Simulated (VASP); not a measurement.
Wanted: the native input for a VASP 6.6.1 run.

* Task: single point
* Functional: PBE
* Potentials or basis: VASP PAW PBE potentials, release 64 (Ga_d, Te, S)
* Cutoff: 520 eV
* k mesh: 10 × 10 × 10
* Occupations: gaussian, width 0.1 eV
* Spin: no spin polarisation
* Dipole correction: no
* Further INCAR settings: ALGO = Normal; EDIFF = 1e-06; NBANDS = 30

The structure of Ga2Te2S lies in POSCAR:

```
Ga2Te2S
1.0
   -2.8529659141      2.8529659141      3.7580189840
    2.8529659141     -2.8529659141      3.7580189840
    2.8529659141      2.8529659141     -3.7580189840
Ga Te S
2 2 1
Direct
    0.6770441020      0.6770441020      0.0000000000
    0.3229558980      0.3229558980      0.0000000000
    0.7500000000      0.2500000000      0.5000000000
    0.2500000000      0.7500000000      0.5000000000
    0.0000000000      0.0000000000      0.0000000000
```

The cell was generated, and may not be a known phase.

One way to write it, as run:

INCAR

```
  PREC = Accurate
  ENCUT = 520
  EDIFF = 1E-6
  ISMEAR = 0
  SIGMA = 0.1
  LREAL = False
  LASPH = True
  NELM = 100
  ALGO = Normal
  ISIF = 2
  LWAVE = False
  LCHARG = False
  GGA = PE
  NBANDS = 30
```

KPOINTS

```
regular mesh
0
Gamma
  10 10 10
```

Potentials or basis: VASP PAW PBE potentials, release 64 (Ga_d, Te, S).

The run is started by

```console
$ cat potpaw_PBE.64/Ga_d/POTCAR potpaw_PBE.64/Te/POTCAR potpaw_PBE.64/S/POTCAR > POTCAR
$ mpirun -np 1 vasp_std > vasp.out
```

Results of the run:

The pressure is 0.0 GPa and the band gap on the k mesh is zero (bands 22 and 23 overlap by 1.60 eV).

Caveat: spin-orbit coupling is left out, which moves the levels of the heavy elements.

It took 13 min on 1 thread of Intel Xeon 8259CL (shared host), peak memory 0.49 GiB.
